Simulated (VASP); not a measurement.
## Cr: single point with PBE+D3(BJ)

Cr:

```
Cr
1.0
     2.67763    0.00000    0.00000
    -1.33881    2.31890    0.00000
     0.00000    0.00000    7.46695
Cr
4
Direct
  0.00000 0.00000 0.00000
  0.33333 0.66667 0.25000
  0.00000 0.00000 0.50000
  0.66667 0.33333 0.75000
```

- Program: VASP 6.6.1
- Task: single point
- Functional: PBE
- Dispersion: D3(BJ)
- Potentials or basis: VASP PAW PBE potentials, release 64 (Cr_pv)
- Cutoff: 520 eV
- k mesh: 18 × 18 × 6
- Occupations: gaussian, width 0.1 eV
- Spin: no spin polarisation

The pressure is -0.5 GPa, the band gap on the k mesh is zero (band 24 reaches 11.49 eV, above the bottom of band 25 at 10.48 eV) and the dispersion energy per atom is -0.493 eV.

Stress tensor (GPa, compression positive):
```
-0.35  0.00  0.00
 0.00 -0.35  0.00
 0.00  0.00 -0.67
```

Levels at points of the mesh, in eV from the Fermi level:
```
           k point  band 20  band 21  band 22  band 23  band 24  band 25  band 26  band 27  band 28  band 29
(0.00, 0.00, 0.00)    -1.25    -0.45    -0.36    -0.36    -0.35    -0.35    -0.35     0.49     0.49     0.64
(0.50, 0.00, 0.00)    -1.51    -1.26    -0.78     0.25     0.35     0.66     1.35     1.82     1.95     2.06
(0.00, 0.00, 0.50)    -0.99    -0.91    -0.91    -0.91    -0.91     0.19     0.19     0.98     0.98     1.06
(0.50, 0.00, 0.50)    -1.05    -1.03    -1.03     0.11     0.11     0.87     0.87     1.86     1.86     1.87
```

Run time: 110 s on 1 thread of AMD EPYC 9R45 96-Core Processor (Zen 5), with other jobs on the host, peak memory 0.25 GiB.

Caveat: the run has no spin polarisation, though such a crystal can be magnetic; pairwise dispersion overbinds metals, which lowers pressure and volume. Spin polarisation is off, so any magnetic state and its effect on volume and gap are missing.
